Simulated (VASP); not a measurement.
# Al6TeP2 (P-62m) in VASP: further runs

Runs on Al6TeP2. Level: PBE. Tasks: single point.

Program: VASP 6.6.1. These are calculated values, not measurements. Logs are shortened: lines on timing, memory, paths and dates and some standing lists are left out, and cuts for length are marked.

**1. The cell of the first run**

The structure is hexagonal, space group P-62m (No. 189). Conventional cell: a = 7.345 Å, b = 7.345 Å, c = 3.670 Å, α = 90.00°, β = 90.00°, γ = 120.00°. Within 3.6 Å of Al (site symmetry m2m) lie 6 Al at 2.76 to 3.28 Å and 4 P at 2.88 Å and 1 Te at 2.99 Å. Al (site symmetry m2m) has 2 P at 2.53 Å and 6 Al at 2.76 to 3.28 Å and 2 Te at 2.94 Å within 3.3 Å. Te (site symmetry -62m) has 9 Al at 2.94 to 2.99 Å and 2 Te at 3.67 Å within 3.9 Å. P (site symmetry -6) has 9 Al at 2.53 to 2.88 Å within 3.3 Å.

**2. Single point, PBE**

File INCAR:

```
PREC = Accurate ; ENCUT = 520
EDIFF = 1E-6 ; ISMEAR = 0
SIGMA = 0.1 ; LREAL = False
LASPH = True ; NELM = 100
ALGO = Normal ; ISIF = 2
LWAVE = False ; LCHARG = True
GGA = PE ; LELF = True
LVHAR = True ; NBANDS = 27
```

File KPOINTS:

```
regular mesh
0
Gamma
  3 3 6
```

File POSCAR:

```
Al6TeP2
1.0
    7.3445735262      0.0000000028      0.0000000000
   -3.6722867655      6.3605872522      0.0000000000
    0.0000000000      0.0000000000      3.6701499261
Al Te P
6 1 2
Direct
    0.5923322437      0.0000000000      0.0000000000
    0.4076677563      0.4076677563      0.0000000000
    0.0000000000      0.5923322437      0.0000000000
    0.3123117952      0.0000000000      0.5000000000
    0.6876882048      0.6876882048      0.5000000000
    0.0000000000      0.3123117952      0.5000000000
    0.0000000000      0.0000000000      0.0000000000
    0.3333333333      0.6666666667      0.5000000000
    0.6666666667      0.3333333333      0.5000000000
```

Potentials or basis: VASP PAW PBE potentials, release 64 (Al, Te, P).

Started as:

```sh
> cat potpaw_PBE.64/Al/POTCAR potpaw_PBE.64/Te/POTCAR potpaw_PBE.64/P/POTCAR > POTCAR
> mpirun -np 1 vasp_std > vasp.out
```

OUTCAR:

```text
PREC = Accurate
   ENCUT = 520
   EDIFF = 1E-6
   ISMEAR = 0
   LREAL = False
   LASPH = True
   NELM = 100
   ISIF = 2
   GGA = PE

 ion  position               nearest neighbor table
   1  0.592  0.000  0.000-   4 2.76   4 2.76   9 2.88   9 2.88   8 2.88   8 2.88   7 2.99   5 3.28
                             5 3.28   6 3.28   6 3.28
   2  0.408  0.408  0.000-   5 2.76   5 2.76   8 2.88   8 2.88   9 2.88   9 2.88   7 2.99   4 3.28
                             4 3.28   6 3.28   6 3.28
   3  0.000  0.592  0.000-   6 2.76   6 2.76   8 2.88   8 2.88   9 2.88   9 2.88   7 2.99   4 3.28
                             4 3.28   5 3.28   5 3.28
   4  0.312  0.000  0.500-   8 2.53   9 2.53   1 2.76   1 2.76   7 2.94   7 2.94   2 3.28   2 3.28
                             3 3.28   3 3.28
   5  0.688  0.688  0.500-   9 2.53   8 2.53   2 2.76   2 2.76   7 2.94   7 2.94   1 3.28   1 3.28
                             3 3.28   3 3.28
   6  0.000  0.312  0.500-   9 2.53   8 2.53   3 2.76   3 2.76   7 2.94   7 2.94   1 3.28   1 3.28
                             2 3.28   2 3.28
   7  0.000  0.000  0.000-   6 2.94   6 2.94   5 2.94   5 2.94   4 2.94   4 2.94   3 2.99   2 2.99
                             1 2.99
   8  0.333  0.667  0.500-   4 2.53   6 2.53   5 2.53   3 2.88   3 2.88   1 2.88   1 2.88   2 2.88
                             2 2.88
   9  0.667  0.333  0.500-   6 2.53   4 2.53   5 2.53   1 2.88   1 2.88   3 2.88   3 2.88   2 2.88
                             2 2.88

  LATTYP: Found a hexagonal cell.
 ALAT       =     7.3445735262
 C/A-ratio  =     0.4997090591

  Lattice vectors:

 A1 = (   7.3445735262,   0.0000000028,   0.0000000000)
 A2 = (  -3.6722867655,   6.3605872522,   0.0000000000)
 A3 = (   0.0000000000,   0.0000000000,   3.6701499261)

Analysis of symmetry for initial positions (statically):
=====================================================================
 Subroutine PRICEL returns:
 Original cell was already a primitive cell.

 Routine SETGRP: Setting up the symmetry group for a
 hexagonal supercell.

 Subroutine GETGRP returns: Found 12 space group operations
 (whereof 12 operations were pure point group operations)
 out of a pool of 24 trial point group operations.

The static configuration has the point symmetry D_3h.

Analysis of symmetry for dynamics (positions and initial velocities):
=====================================================================
 Subroutine PRICEL returns:
 Original cell was already a primitive cell.

 Routine SETGRP: Setting up the symmetry group for a
 hexagonal supercell.

 Subroutine GETGRP returns: Found 12 space group operations
 (whereof 12 operations were pure point group operations)
 out of a pool of 24 trial point group operations.

The dynamic configuration has the point symmetry D_3h.

 Subroutine INISYM returns: Found 12 space group operations
 (whereof 12 operations are pure point group operations),
 and found     1 'primitive' translations

----------------------------------------------------------------------------------------

                                     Primitive cell

  volume of cell :     171.4540

  direct lattice vectors                    reciprocal lattice vectors
     7.344573526  0.000000003  0.000000000     0.136154944  0.078609094  0.000000000
    -3.672286765  6.360587252  0.000000000    -0.000000000  0.157218188  0.000000000
     0.000000000  0.000000000  3.670149926     0.000000000  0.000000000  0.272468433

  length of vectors
     7.344573526  7.344573526  3.670149926     0.157218188  0.157218188  0.272468433

  position of ions in fractional coordinates (direct lattice)
     0.592332244  0.000000000  0.000000000
     0.407667756  0.407667756  0.000000000
     0.000000000  0.592332244  0.000000000
     0.312311795  0.000000000  0.500000000
     0.687688205  0.687688205  0.500000000
     0.000000000  0.312311795  0.500000000
     0.000000000  0.000000000  0.000000000
     0.333333333  0.666666667  0.500000000
     0.666666667  0.333333333  0.500000000

  ion indices of the primitive-cell ions
   primitive index   ion index
                 1           1
                 2           2
                 3           3
                 4           4
                 5           5
                 6           6
                 7           7
                 8           8
                 9           9

----------------------------------------------------------------------------------------

 KPOINTS: regular mesh

Automatic generation of k-mesh.
 Grid dimensions read from file:
 generate k-points for:    3    3    6

 Generating k-lattice:

  Cartesian coordinates                     Fractional coordinates (reciprocal lattice)
     0.045384981  0.026203031  0.000000000     0.333333333 -0.000000000  0.000000000
    -0.000000000  0.052406063  0.000000000     0.000000000  0.333333333  0.000000000
     0.000000000  0.000000000  0.045411406     0.000000000  0.000000000  0.166666667

  Length of vectors
     0.052406063  0.052406063  0.045411406

  Shift w.r.t. Gamma in fractional coordinates (k-lattice)
     0.000000000  0.000000000  0.000000000

 Subroutine IBZKPT returns following result:
 ===========================================

 Found     12 irreducible k-points:

 Following reciprocal coordinates:
            Coordinates               Weight
  0.000000  0.000000  0.000000      1.000000
  0.333333  0.000000  0.000000      6.000000
  0.333333  0.333333  0.000000      2.000000
  0.000000  0.000000  0.166667      2.000000
  0.333333  0.000000  0.166667     12.000000
  0.333333  0.333333  0.166667      4.000000
  0.000000  0.000000  0.333333      2.000000
  0.333333  0.000000  0.333333     12.000000
  0.333333  0.333333  0.333333      4.000000
  0.000000  0.000000  0.500000      1.000000
  0.333333  0.000000  0.500000      6.000000
  0.333333  0.333333  0.500000      2.000000
   k-points           NKPTS =     12   k-points in BZ     NKDIM =     12   number of bands    NBANDS=     27
   number of dos      NEDOS =    301   number of ions     NIONS =      9
   total plane-waves  NPLWV =  87808
   dimension x,y,z NGX =    56 NGY =   56 NGZ =   28
   dimension x,y,z NGXF=   112 NGYF=  112 NGZF=   56
   ions per type =               6   1   2
   NGX,Y,Z   is equivalent  to a cutoff of  12.68, 12.68, 12.68 a.u.
   NGXF,Y,Z  is equivalent  to a cutoff of  25.35, 25.35, 25.37 a.u.
 SYSTEM =  unknown system
   PREC   = accura    normal or accurate (medium, high low for compatibility)
   ISTART =      0    job   : 0-new  1-cont  2-samecut
   ICHARG =      2    charge: 1-file 2-atom 10-const
   ISPIN  =      1    spin polarized calculation?
   LNONCOLLINEAR =      F non collinear calculations
   LSORBIT =      F    spin-orbit coupling
   LASPH  =      T    aspherical Exc in radial PAW
   ENCUT  =  520.0 eV  38.22 Ry    6.18 a.u.  13.66 13.66  6.82*2*pi/ulx,y,z
   NELM   =    100;   NELMIN=  2; NELMDL= -5     # of ELM steps
   EDIFF  = 0.1E-05   stopping-criterion for ELM
   LREAL  =      F    real-space projection
   EDIFFG = 0.1E-04   stopping-criterion for IOM
   NSW    =      0    number of steps for IOM
   IBRION =     -1    ionic relax: 0-MD 1-quasi-New 2-CG
   NFREE  =      0    steps in history (QN), initial steepest desc. (CG)
   ISIF   =      2    stress and relaxation
   ISYM   =      2    0-nonsym 1-usesym 2-fastsym
   POTIM  = 0.5000    time-step for ionic-motion
   TEBEG  =    0.0;   TEEND  =   0.0 temperature during run
   PSTRESS=    0.0 pullay stress
   NELECT =      34.0000    total number of electrons
   NUPDOWN=      -1.0000    fix difference up-down
   EMIN   =  10.00;   EMAX   =-10.00  energy-range for DOS
   EFERMI =   0.00;   METHOD = LEGACY
   ISMEAR =     0;   SIGMA  =   0.10  broadening in eV -4-tet -1-fermi 0-gaus
   EFERMI_NEDOS =   21; number of points for ismear=-14 and -15
   IALGO  =     38    algorithm
   IMIX   =      4    mixing-type and parameters
     AMIX     =   0.40;   BMIX     =  1.00
     AMIX_MAG =   1.60;   BMIX_MAG =  1.00
  volume/ion in A,a.u.               =      19.05       128.56
  Fermi-wavevector in a.u.,A,eV,Ry     =   0.954667  1.804059 12.400203  0.911389
  Thomas-Fermi vector in A             =   2.083435
   LORBIT       =      0    0 simple, 1 ext, 2 COOP (PROOUT), +10 PAW based schemes
   GGA     = PE    functional components
   LHFCALC =     F    Hartree Fock is set to
   AEXX    =    0.0000 exact exchange contribution
   IVDW    =     0    specifies the selected vdW correction
   LEPSILON=     F    determine dielectric tensor
   LRPA    =     F    only Hartree local field effects (RPA)
 non-spin polarized calculation
 Gauss-broadening in eV      SIGMA  =   0.10
  energy-cutoff  :      520.00
  volume of cell :      171.45
 maximum number of plane-waves:      4706
 NGX is ok and might be reduce to    54
   NGX = 27   NGY = 27   NGZ = 13

 number of electron      34.0000000 magnetization

 Free energy of the ion-electron system (eV)
  ---------------------------------------------------
  ext. energy  EPLUGINS =         0.00000000
  ---------------------------------------------------
  free energy    TOTEN  =       -34.65070268 eV

  energy without entropy =      -34.62411727  energy(sigma->0) =      -34.63740998

 E-fermi :   7.5171     XC(G=0): -10.0090

 val. band max:        7.4187497443   @ k =   0.0000   0.0000   0.0000
 cond. band min:       7.5340847133   @ k =   0.3333   0.0000   0.1667
 fundamental gap:      0.1153349690
 Fermi energy:         7.5171009039

 k-point     1 :       0.0000    0.0000    0.0000
  band No.  band energies     occupation
      1      -5.8801      2.00000
      2      -4.4578      2.00000
      3      -3.6896      2.00000
      4      -0.3060      2.00000
      5      -0.3060      2.00000
      6       0.2380      2.00000
[... 19 lines left out ...]
     26      10.9603      0.00000
     27      10.9603      0.00000
[... 301 lines left out ...]
 k-point    12 :       0.3333    0.3333    0.5000
  band No.  band energies     occupation
      1      -4.5162      2.00000
      2      -3.4054      2.00000
      3      -3.4054      2.00000
      4       0.0385      2.00000
      5       0.6287      2.00000
      6       0.6287      2.00000
[... 19 lines left out ...]
     26      12.1353      0.00000
     27      12.1353      0.00000

------------------------ aborting loop because EDIFF is reached ----------------------------------------

  FORCE on cell =-STRESS in cart. coord.  units (eV):
  Direction    XX          YY          ZZ          XY          YZ          ZX
  --------------------------------------------------------------------------------------
  -------------------------------------------------------------------------------------
  Total        0.0141224      0.0141224      0.1871893      0.0000000      0.0000000      0.0000000
  in kB        0.1319688      0.1319688      1.7492187      0.0000000      0.0000000      0.0000000
  external PRESSURE =       0.6710521 kB  Pullay stress =       0.0000000 kB

 VOLUME and BASIS-vectors are now :
 -----------------------------------------------------------------------------
  energy-cutoff  :      520.00
  volume of cell :      171.45
      direct lattice vectors                 reciprocal lattice vectors
     7.344573526  0.000000003  0.000000000     0.136154944  0.078609094  0.000000000
    -3.672286765  6.360587252  0.000000000    -0.000000000  0.157218188  0.000000000
     0.000000000  0.000000000  3.670149926     0.000000000  0.000000000  0.272468433

 POSITION                                       TOTAL-FORCE (eV/Angst)
 -----------------------------------------------------------------------------------
      4.35043      0.00000      0.00000        -0.009337     -0.000000      0.000000
      1.49707      2.59301      0.00000         0.004669      0.008086     -0.000000
     -2.17521      3.76758      0.00000         0.004669     -0.008086     -0.000000
      2.29380      0.00000      1.83507         0.024555      0.000000     -0.000000
      2.52539      4.37410      1.83507        -0.012277     -0.021265     -0.000000
     -1.14690      1.98649      1.83507        -0.012277      0.021265     -0.000000
      0.00000      0.00000      0.00000         0.000000     -0.000000     -0.000000
     -0.00000      4.24039      1.83507         0.000000     -0.000000     -0.000000
      3.67229      2.12020      1.83507         0.000000      0.000000     -0.000000
 -----------------------------------------------------------------------------------
    total drift:                                0.000000      0.000000     -0.000000

  FREE ENERGIE OF THE ION-ELECTRON SYSTEM (eV)
  ---------------------------------------------------
  free  energy   TOTEN  =       -34.6507026817 eV

  energy  without entropy=      -34.6241172709  energy(sigma->0) =      -34.63740998
```

It took 39 s on 1 thread of Intel Xeon Platinum 8488C (Sapphire Rapids), shared host; peak memory 0.3 GiB.

What came out:

| Quantity | Value |
| --- | --- |
| Free energy | -34.6507 eV |
| Pressure | 0.1 GPa |
| Largest force | 0.025 eV/Å |
| Band gap on the k mesh | zero (band 17 reaches 8.55 eV, above the bottom of band 18 at 6.53 eV) |

Forces on the atoms (eV/Å):
```
Al  -0.009  0.000  0.000
Al   0.005  0.008  0.000
Al   0.005 -0.008  0.000
Al   0.025  0.000  0.000
Al  -0.012 -0.021  0.000
Al  -0.012  0.021  0.000
Te   0.000  0.000  0.000
P    0.000  0.000  0.000
P    0.000  0.000  0.000
```

Caveat: spin-orbit coupling is left out, which moves the levels of the heavy elements.

(Part 1 of 2 ends here.)
